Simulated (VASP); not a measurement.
# TiAl (Pm-3m) in VASP: further runs

The runs below take TiAl through single point, with BLYP, PBE.

Everything below comes from runs of VASP 6.6.1. Logs are shortened: lines on timing, memory, paths and dates and some standing lists are left out, and cuts for length are marked.

### 1 The cell of the first run

The structure is cubic, space group Pm-3m (No. 221). Conventional cell: a = 3.216 Å, b = 3.216 Å, c = 3.216 Å, α = 90.00°, β = 90.00°, γ = 90.00°. Within 3.7 Å of Ti (site symmetry m-3m) lie 8 Al at 2.79 Å and 6 Ti at 3.22 Å. Al (site symmetry m-3m) has 8 Ti at 2.79 Å and 6 Al at 3.22 Å within 3.7 Å.

### 2 Single point, BLYP

The input, INCAR:

```
SYSTEM = TiAl
PREC = Accurate ; ENCUT = 520
EDIFF = 1E-6 ; ISMEAR = -1
SIGMA = 0.05 ; LREAL = .False.
LASPH = .True. ; NELM = 100
ALGO = Normal ; ISIF = 2
LWAVE = .False. ; LCHARG = .True.
GGA = B5 ; ALDAX = 1.0
AGGAX = 1.0 ; AGGAC = 1.0
ALDAC = 0.0 ; LELF = .True.
LVHAR = .True. ; NBANDS = 14
```

The input, KPOINTS:

```
Automatic mesh
0
Gamma
  8 8 8
  0 0 0
```

The input, POSCAR:

```
TiAl
1.0
    3.2161771548      0.0000000000      0.0000000000
    0.0000000000      3.2161771548      0.0000000000
    0.0000000000      0.0000000000      3.2161771548
Ti Al
1 1
Direct
    0.0000000000      0.0000000000      0.0000000000
    0.5000000000      0.5000000000      0.5000000000
```

Potentials or basis: VASP PAW PBE potentials, release 64 (Ti_sv, Al).

Launch:

```console
> cat potpaw_PBE.64/Ti_sv/POTCAR potpaw_PBE.64/Al/POTCAR > POTCAR
> mpirun -np 1 vasp_std > vasp.out
```

OUTCAR:

```text
SYSTEM = TiAl
   PREC = Accurate
   ENCUT = 520
   EDIFF = 1E-6
   ISMEAR = -1
   LREAL = .False.
   LASPH = .True.
   NELM = 100
   ISIF = 2
   GGA = B5

 ion  position               nearest neighbor table
   1  0.000  0.000  0.000-   2 2.79   2 2.79   2 2.79   2 2.79   2 2.79   2 2.79   2 2.79   2 2.79

   2  0.500  0.500  0.500-   1 2.79   1 2.79   1 2.79   1 2.79   1 2.79   1 2.79   1 2.79   1 2.79

  LATTYP: Found a simple cubic cell.
 ALAT       =     3.2161771548

  Lattice vectors:

 A1 = (   3.2161771548,   0.0000000000,   0.0000000000)
 A2 = (   0.0000000000,   3.2161771548,   0.0000000000)
 A3 = (   0.0000000000,   0.0000000000,   3.2161771548)

Analysis of symmetry for initial positions (statically):
=====================================================================
 Subroutine PRICEL returns:
 Original cell was already a primitive cell.

 Routine SETGRP: Setting up the symmetry group for a
 simple cubic supercell.

 Subroutine GETGRP returns: Found 48 space group operations
 (whereof 48 operations were pure point group operations)
 out of a pool of 48 trial point group operations.

The static configuration has the point symmetry O_h .

Analysis of symmetry for dynamics (positions and initial velocities):
=====================================================================
 Subroutine PRICEL returns:
 Original cell was already a primitive cell.

 Routine SETGRP: Setting up the symmetry group for a
 simple cubic supercell.

 Subroutine GETGRP returns: Found 48 space group operations
 (whereof 48 operations were pure point group operations)
 out of a pool of 48 trial point group operations.

The dynamic configuration has the point symmetry O_h .

 Subroutine INISYM returns: Found 48 space group operations
 (whereof 48 operations are pure point group operations),
 and found     1 'primitive' translations

----------------------------------------------------------------------------------------

                                     Primitive cell

  volume of cell :      33.2675

  direct lattice vectors                    reciprocal lattice vectors
     3.216177155  0.000000000  0.000000000     0.310928146  0.000000000  0.000000000
     0.000000000  3.216177155  0.000000000     0.000000000  0.310928146  0.000000000
     0.000000000  0.000000000  3.216177155     0.000000000  0.000000000  0.310928146

  length of vectors
     3.216177155  3.216177155  3.216177155     0.310928146  0.310928146  0.310928146

  position of ions in fractional coordinates (direct lattice)
     0.000000000  0.000000000  0.000000000
     0.500000000  0.500000000  0.500000000

  ion indices of the primitive-cell ions
   primitive index   ion index
                 1           1
                 2           2

----------------------------------------------------------------------------------------

 KPOINTS: Automatic mesh

Automatic generation of k-mesh.
 Grid dimensions read from file:
 generate k-points for:    8    8    8

 Generating k-lattice:

  Cartesian coordinates                     Fractional coordinates (reciprocal lattice)
     0.038866018  0.000000000  0.000000000     0.125000000  0.000000000  0.000000000
     0.000000000  0.038866018  0.000000000     0.000000000  0.125000000  0.000000000
     0.000000000  0.000000000  0.038866018     0.000000000  0.000000000  0.125000000

  Length of vectors
     0.038866018  0.038866018  0.038866018

  Shift w.r.t. Gamma in fractional coordinates (k-lattice)
     0.000000000  0.000000000  0.000000000

 Subroutine IBZKPT returns following result:
 ===========================================

 Found     35 irreducible k-points:

 Following reciprocal coordinates:
            Coordinates               Weight
  0.000000  0.000000  0.000000      1.000000
  0.125000  0.000000  0.000000      6.000000
  0.250000  0.000000  0.000000      6.000000
  0.375000  0.000000  0.000000      6.000000
  0.500000  0.000000  0.000000      3.000000
  0.125000  0.125000  0.000000     12.000000
[... 16 lines left out ...]
  0.375000  0.375000  0.125000     24.000000
  0.500000  0.375000  0.125000     24.000000
 [... further k-points ...]
   k-points           NKPTS =     35   k-points in BZ     NKDIM =     35   number of bands    NBANDS=     14
   number of dos      NEDOS =    301   number of ions     NIONS =      2
   total plane-waves  NPLWV =  13824
   dimension x,y,z NGX =    24 NGY =   24 NGZ =   24
   dimension x,y,z NGXF=    48 NGYF=   48 NGZF=   48
   ions per type =               1   1
   NGX,Y,Z   is equivalent  to a cutoff of  12.41, 12.41, 12.41 a.u.
   NGXF,Y,Z  is equivalent  to a cutoff of  24.81, 24.81, 24.81 a.u.
 SYSTEM =  TiAl
   PREC   = accura    normal or accurate (medium, high low for compatibility)
   ISTART =      0    job   : 0-new  1-cont  2-samecut
   ICHARG =      2    charge: 1-file 2-atom 10-const
   ISPIN  =      1    spin polarized calculation?
   LNONCOLLINEAR =      F non collinear calculations
   LSORBIT =      F    spin-orbit coupling
   LASPH  =      T    aspherical Exc in radial PAW
   ENCUT  =  520.0 eV  38.22 Ry    6.18 a.u.   5.98  5.98  5.98*2*pi/ulx,y,z
   NELM   =    100;   NELMIN=  2; NELMDL= -5     # of ELM steps
   EDIFF  = 0.1E-05   stopping-criterion for ELM
   LREAL  =      F    real-space projection
   EDIFFG = 0.1E-04   stopping-criterion for IOM
   NSW    =      0    number of steps for IOM
   IBRION =     -1    ionic relax: 0-MD 1-quasi-New 2-CG
   NFREE  =      0    steps in history (QN), initial steepest desc. (CG)
   ISIF   =      2    stress and relaxation
   ISYM   =      2    0-nonsym 1-usesym 2-fastsym
   POTIM  = 0.5000    time-step for ionic-motion
   TEBEG  =    0.0;   TEEND  =   0.0 temperature during run
   PSTRESS=    0.0 pullay stress
   NELECT =      15.0000    total number of electrons
   NUPDOWN=      -1.0000    fix difference up-down
   EMIN   =  10.00;   EMAX   =-10.00  energy-range for DOS
   EFERMI =   0.00;   METHOD = LEGACY
   ISMEAR =    -1;   SIGMA  =   0.05  broadening in eV -4-tet -1-fermi 0-gaus
   EFERMI_NEDOS =   21; number of points for ismear=-14 and -15
   IALGO  =     38    algorithm
   IMIX   =      4    mixing-type and parameters
     AMIX     =   0.40;   BMIX     =  1.00
     AMIX_MAG =   1.60;   BMIX_MAG =  1.00
  volume/ion in A,a.u.               =      16.63       112.25
  Fermi-wavevector in a.u.,A,eV,Ry     =   1.255351  2.372270 21.441516  1.575907
  Thomas-Fermi vector in A             =   2.389112
   LORBIT       =      0    0 simple, 1 ext, 2 COOP (PROOUT), +10 PAW based schemes
   GGA     = B5    functional components
   LHFCALC =     F    Hartree Fock is set to
   AEXX    =    0.0000 exact exchange contribution
   IVDW    =     0    specifies the selected vdW correction
   LEPSILON=     F    determine dielectric tensor
   LRPA    =     F    only Hartree local field effects (RPA)
 non-spin polarized calculation
  energy-cutoff  :      520.00
  volume of cell :       33.27
 maximum number of plane-waves:       912
 NGX is ok and might be reduce to    24
   NGX = 11   NGY = 11   NGZ = 11

 number of electron      14.9999996 magnetization

 Free energy of the ion-electron system (eV)
  ---------------------------------------------------
  ext. energy  EPLUGINS =         0.00000000
  ---------------------------------------------------
  free energy    TOTEN  =        -9.98051478 eV

  energy without entropy =       -9.95721860  energy(sigma->0) =       -9.96886669

 E-fermi :   8.8610     XC(G=0): -10.4183

 val. band max:        8.8174883666   @ k =   0.3750   0.1250   0.1250
 cond. band min:       8.8911713235   @ k =   0.3750   0.3750   0.2500
 fundamental gap:      0.0736829569
 Fermi energy:         8.8609644431

 k-point     1 :       0.0000    0.0000    0.0000
  band No.  band energies     occupation
      1     -47.8760      2.00000
      2     -24.2463      2.00000
      3     -24.2463      2.00000
      4     -24.2463      2.00000
      5      -0.1775      2.00000
      6       7.5003      2.00000
      7       7.5003      2.00000
      8      10.5391      0.00000
      9      10.5391      0.00000
     10      10.5391      0.00000
     11      13.1392      0.00000
     12      13.1392      0.00000
     13      13.1392      0.00000
     14      17.4856      0.00000

 k-point     2 :       0.1250    0.0000    0.0000
  band No.  band energies     occupation
      1     -47.8741      2.00000
      2     -24.2685      2.00000
      3     -24.2444      2.00000
      4     -24.2444      2.00000
      5       0.0620      2.00000
      6       7.3590      2.00000
      7       7.6022      2.00000
      8      10.1849      0.00000
      9      10.1849      0.00000
     10      10.5659      0.00000
     11      12.2569      0.00000
     12      13.6767      0.00000
     13      13.6767      0.00000
     14      17.2000      0.00000

 k-point     3 :       0.2500    0.0000    0.0000
  band No.  band energies     occupation
      1     -47.8696      2.00000
      2     -24.3219      2.00000
      3     -24.2397      2.00000
      4     -24.2397      2.00000
      5       0.7606      2.00000
      6       6.5982      2.00000
      7       7.8685      2.00000
      8       9.5862      0.00000
      9       9.5862      0.00000
     10      10.6315      0.00000
     11      11.4105      0.00000
     12      14.8473      0.00000
     13      14.8473      0.00000
     14      16.4903      0.00000
[... 324 lines left out ...]
 k-point    23 :       0.3750    0.3750    0.1250
  band No.  band energies     occupation
      1     -47.8525      2.00000
      2     -24.3563      2.00000
      3     -24.3543      2.00000
      4     -24.2444      2.00000
      5       3.4397      2.00000
      6       6.3349      2.00000
      7       6.8416      2.00000
      8       8.5729      1.99372
      9       9.5429      0.00000
     10       9.7461      0.00000
     11      11.6120      0.00000
     12      13.0083      0.00000
     13      14.5322      0.00000
     14      15.7778      0.00000

 k-point    24 :       0.5000    0.3750    0.1250
  band No.  band energies     occupation
      1     -47.8506      2.00000
      2     -24.3760      2.00000
      3     -24.3524      2.00000
      4     -24.2424      2.00000
      5       3.8800      2.00000
      6       6.0000      2.00000
      7       7.0060      2.00000
      8       8.3288      1.99995
      9       9.7314      0.00000
     10       9.7402      0.00000
     11      11.4650      0.00000
     12      13.1322      0.00000
     13      13.7773      0.00000
     14      15.9565      0.00000

 [... further k-points ...]
[... 5 lines left out ...]
  --------------------------------------------------------------------------------------
  -------------------------------------------------------------------------------------
  Total        0.0373566      0.0373566      0.0373566      0.0000000      0.0000000      0.0000000
  in kB        1.7991130      1.7991130      1.7991130      0.0000000      0.0000000      0.0000000
  external PRESSURE =       1.7991130 kB  Pullay stress =       0.0000000 kB

 VOLUME and BASIS-vectors are now :
 -----------------------------------------------------------------------------
  energy-cutoff  :      520.00
  volume of cell :       33.27
      direct lattice vectors                 reciprocal lattice vectors
     3.216177155  0.000000000  0.000000000     0.310928146  0.000000000  0.000000000
     0.000000000  3.216177155  0.000000000     0.000000000  0.310928146  0.000000000
     0.000000000  0.000000000  3.216177155     0.000000000  0.000000000  0.310928146

 POSITION                                       TOTAL-FORCE (eV/Angst)
 -----------------------------------------------------------------------------------
      0.00000      0.00000      0.00000         0.000000      0.000000      0.000000
      1.60809      1.60809      1.60809         0.000000      0.000000      0.000000
 -----------------------------------------------------------------------------------
    total drift:                                0.000000      0.000000      0.000000

  FREE ENERGIE OF THE ION-ELECTRON SYSTEM (eV)
  ---------------------------------------------------
  free  energy   TOTEN  =        -9.9805147757 eV

  energy  without entropy=       -9.9572186019  energy(sigma->0) =       -9.96886669
```

It took 13 s on 1 thread of Intel Xeon 6975P-C, shared host; peak memory 0.14 GiB.

What came out:

* Free energy: -9.9805 eV
* Pressure: 0.2 GPa

Caveat: the PAW data sets were made with another functional, which shifts forces and pressure a little.

### 3 Single point, PBE

This run uses another cell than the first one, of 16.06 Å³/atom, 0.966 times its volume.

The input, INCAR:

```
PREC     = Accurate       # precision mode
ENCUT    = 520            # plane-wave cutoff, eV
EDIFF    = 1E-6           # SCF threshold, eV
ISMEAR   = 0              # smearing method
SIGMA    = 0.012          # smearing width, eV
LREAL    = F              # projectors in reciprocal space
LASPH    = T              # aspherical terms in the spheres
NELM     = 80             # most SCF steps
ALGO     = Normal         # electronic algorithm
ISIF     = 2              # what is computed and relaxed
LWAVE    = F              # write WAVECAR
LCHARG   = T              # write CHGCAR
GGA      = PE             # functional
LELF     = T              # ELF
LVHAR    = T            
NBANDS   = 14             # bands
```

The input, KPOINTS:

```
regular mesh
0
Gamma
  8 8 8
```

The input, POSCAR:

```
TiAl
1.0
    3.1790640000      0.0000000000      0.0000000000
    0.0000000000      3.1790640000      0.0000000000
    0.0000000000      0.0000000000      3.1790640000
Ti Al
1 1
Direct
    0.0000000000      0.0000000000      0.0000000000
    0.5000000000      0.5000000000      0.5000000000
```

Potentials or basis: VASP PAW PBE potentials, release 64 (Ti_sv, Al).

Launch:

```console
> cat potpaw_PBE.64/Ti_sv/POTCAR potpaw_PBE.64/Al/POTCAR > POTCAR
> mpirun -np 1 vasp_std > vasp.out
```

Run time: 6.7 s. Hardware: 1 thread of Intel Xeon 6975P-C, shared host; peak memory 0.15 GiB.

Results (log left out):

* Free energy: -12.1011 eV
* Pressure: 0.6 GPa

Levels at points of the mesh, in eV from the Fermi level:
```tsv
k point	band 5	band 6	band 7	band 8	band 9	band 10
(0.00, 0.00, 0.00)	-9.28	-1.44	-1.44	1.81	1.81	1.81
(0.50, 0.00, 0.00)	-6.05	-5.20	-0.55	0.16	0.16	2.02
(0.50, 0.50, 0.00)	-5.02	-2.12	-2.12	-1.47	0.72	0.72
(0.50, 0.50, 0.50)	-3.09	-3.09	-3.09	0.62	2.80	2.80
```
